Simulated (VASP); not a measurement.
# CaF2 (Fluorite) (Fm-3m) in VASP: further runs, part 2 of 3

VASP 6.6.1. The steps go on from the part before.

### 6 Single point, PBEsol

This run uses another cell than the first one, of 14.12 Å³/atom, 1.083 times its volume.

Input file INCAR:

```
PREC = Accurate
ENCUT = 600
EDIFF = 1E-6
ISMEAR = 0
SIGMA = 0.01
LREAL = F
LASPH = T
NELM = 120
ALGO = Normal
ISIF = 2
LWAVE = F
LCHARG = T
GGA = PS
LELF = T
LVHAR = T
NBANDS = 19
GGA_COMPAT = F
```

Input file KPOINTS:

```
Automatic mesh
0
Gamma
  6 6 6
```

Input file POSCAR:

```
CaF2
1.0
    0.0000000000      2.7669383318      2.7669383318
    2.7669383318      0.0000000000      2.7669383318
    2.7669383318      2.7669383318      0.0000000000
Ca F
1 2
Direct
    0.0000000000      0.0000000000      0.0000000000
    0.2500000000      0.2500000000      0.2500000000
    0.7500000000      0.7500000000      0.7500000000
```

Potentials or basis: VASP PAW PBE potentials, release 64 (Ca_sv, F).

On the command line:

```console
$ cat potpaw_PBE.64/Ca_sv/POTCAR potpaw_PBE.64/F/POTCAR > POTCAR
$ mpirun -np 1 vasp_std > vasp.out
```

OUTCAR:

```text
PREC = Accurate
   ENCUT = 600
   EDIFF = 1E-6
   ISMEAR = 0
   LREAL = F
   LASPH = T
   NELM = 120
   ISIF = 2
   GGA = PS

 ion  position               nearest neighbor table
   1  0.000  0.000  0.000-   3 2.40   3 2.40   2 2.40   2 2.40   3 2.40   2 2.40   3 2.40   2 2.40

   2  0.250  0.250  0.250-   1 2.40   1 2.40   1 2.40   1 2.40
   3  0.750  0.750  0.750-   1 2.40   1 2.40   1 2.40   1 2.40

  LATTYP: Found a face centered cubic cell.
 ALAT       =     5.5338766636

  Lattice vectors:

 A1 = (   0.0000000000,   2.7669383318,   2.7669383318)
 A2 = (   2.7669383318,   0.0000000000,   2.7669383318)
 A3 = (   2.7669383318,   2.7669383318,   0.0000000000)

Analysis of symmetry for initial positions (statically):
=====================================================================
 Subroutine PRICEL returns:
 Original cell was already a primitive cell.

 Routine SETGRP: Setting up the symmetry group for a
 face centered cubic supercell.

 Subroutine GETGRP returns: Found 48 space group operations
[... 9 lines left out ...]

 Routine SETGRP: Setting up the symmetry group for a
 face centered cubic supercell.

 Subroutine GETGRP returns: Found 48 space group operations
 (whereof 48 operations were pure point group operations)
 out of a pool of 48 trial point group operations.

The dynamic configuration has the point symmetry O_h .

 Subroutine INISYM returns: Found 48 space group operations
 (whereof 48 operations are pure point group operations),
 and found     1 'primitive' translations

----------------------------------------------------------------------------------------

                                     Primitive cell

  volume of cell :      42.3671

  direct lattice vectors                    reciprocal lattice vectors
     0.000000000  2.766938332  2.766938332    -0.180705148  0.180705148  0.180705148
[... 94 lines left out ...]
   ISMEAR =     0;   SIGMA  =   0.01  broadening in eV -4-tet -1-fermi 0-gaus
   EFERMI_NEDOS =   21; number of points for ismear=-14 and -15
   IALGO  =     38    algorithm
   IMIX   =      4    mixing-type and parameters
     AMIX     =   0.40;   BMIX     =  1.00
     AMIX_MAG =   1.60;   BMIX_MAG =  1.00
  volume/ion in A,a.u.               =      14.12        95.30
  Fermi-wavevector in a.u.,A,eV,Ry     =   1.354573  2.559772 24.964897  1.834868
  Thomas-Fermi vector in A             =   2.481733
   LORBIT       =      0    0 simple, 1 ext, 2 COOP (PROOUT), +10 PAW based schemes
   GGA     = PS    functional components
   LHFCALC =     F    Hartree Fock is set to
   AEXX    =    0.0000 exact exchange contribution
   IVDW    =     0    specifies the selected vdW correction
   LEPSILON=     F    determine dielectric tensor
   LRPA    =     F    only Hartree local field effects (RPA)
 non-spin polarized calculation
 Gauss-broadening in eV      SIGMA  =   0.01
  energy-cutoff  :      600.00
  volume of cell :       42.37
 maximum number of plane-waves:      1428
   NGX = 15   NGY = 15   NGZ = 15

 number of electron      24.0000010 magnetization

 Free energy of the ion-electron system (eV)
  ---------------------------------------------------
  ext. energy  EPLUGINS =         0.00000000
  ---------------------------------------------------
  free energy    TOTEN  =       -17.87440059 eV

  energy without entropy =      -17.87440059  energy(sigma->0) =      -17.87440059

 E-fermi :  -1.2163     XC(G=0):  -9.6958

 val. band max:       -1.2873840471   @ k =   0.5000   0.5000   0.0000
 cond. band min:       5.5868866379   @ k =   0.0000   0.0000   0.0000
 fundamental gap:      6.8742706850
 Fermi energy:        -1.2162989597

 k-point     1 :       0.0000    0.0000    0.0000
  band No.  band energies     occupation
      1     -37.2884      2.00000
      2     -21.0145      2.00000
      3     -20.2847      2.00000
      4     -18.3114      2.00000
      5     -18.3114      2.00000
      6     -18.3114      2.00000
[... 329 lines left out ...]
      6     -17.8257      2.00000
[... 11 lines left out ...]
     18      12.7353      0.00000
     19      12.8159      0.00000

------------------------ aborting loop because EDIFF is reached ----------------------------------------

  FORCE on cell =-STRESS in cart. coord.  units (eV):
  Direction    XX          YY          ZZ          XY          YZ          ZX
  --------------------------------------------------------------------------------------
  -------------------------------------------------------------------------------------
  Total       -1.1972871     -1.1972871     -1.1972871      0.0000000     -0.0000000     -0.0000000
  in kB      -45.2772927    -45.2772927    -45.2772927      0.0000000     -0.0000000     -0.0000000
  external PRESSURE =     -45.2772927 kB  Pullay stress =       0.0000000 kB

 VOLUME and BASIS-vectors are now :
 -----------------------------------------------------------------------------
  energy-cutoff  :      600.00
  volume of cell :       42.37
      direct lattice vectors                 reciprocal lattice vectors
     0.000000000  2.766938332  2.766938332    -0.180705148  0.180705148  0.180705148
     2.766938332  0.000000000  2.766938332     0.180705148 -0.180705148  0.180705148
     2.766938332  2.766938332  0.000000000     0.180705148  0.180705148 -0.180705148

 POSITION                                       TOTAL-FORCE (eV/Angst)
 -----------------------------------------------------------------------------------
      0.00000      0.00000      0.00000         0.000000      0.000000      0.000000
      1.38347      1.38347      1.38347        -0.000000     -0.000000     -0.000000
      4.15041      4.15041      4.15041         0.000000      0.000000     -0.000000
 -----------------------------------------------------------------------------------
    total drift:                                0.000000     -0.000000      0.000000

  FREE ENERGIE OF THE ION-ELECTRON SYSTEM (eV)
  ---------------------------------------------------
  free  energy   TOTEN  =       -17.8744005929 eV

  energy  without entropy=      -17.8744005929  energy(sigma->0) =      -17.87440059
```

stdout:

```text
POSCAR found type information on POSCAR CaF
 POSCAR found :  2 types and       3 ions
 scaLAPACK will be used
 -----------------------------------------------------------------------------
|                                                                             |
|                                                                             |
|     You enforced a specific xc type in the INCAR file but a different       |
|     I HOPE YOU KNOW WHAT YOU ARE DOING!                                     |
|                                                                             |
 -----------------------------------------------------------------------------

 LDA part: xc-table for (Slater+PW92), standard interpolation
 POSCAR, INCAR and KPOINTS ok, starting setup
 FFT: planning ... GRIDC
 FFT: planning ... GRID_SOFT
 FFT: planning ... GRID
 WAVECAR not read
 entering main loop
```

Run time: 32 s. Hardware: 1 thread of Intel Xeon 8259CL, shared host; peak memory 0.18 GiB.

What came out:

- Free energy: -17.8744 eV
- Pressure: -4.5 GPa
- Band gap on the k mesh: 6.87 eV, indirect (least direct gap 7.13 eV)

Caveat: the PAW data sets were made with another functional, which shifts forces and pressure a little. A k mesh can miss the band edges.

(Part 2 of 3 ends here.)
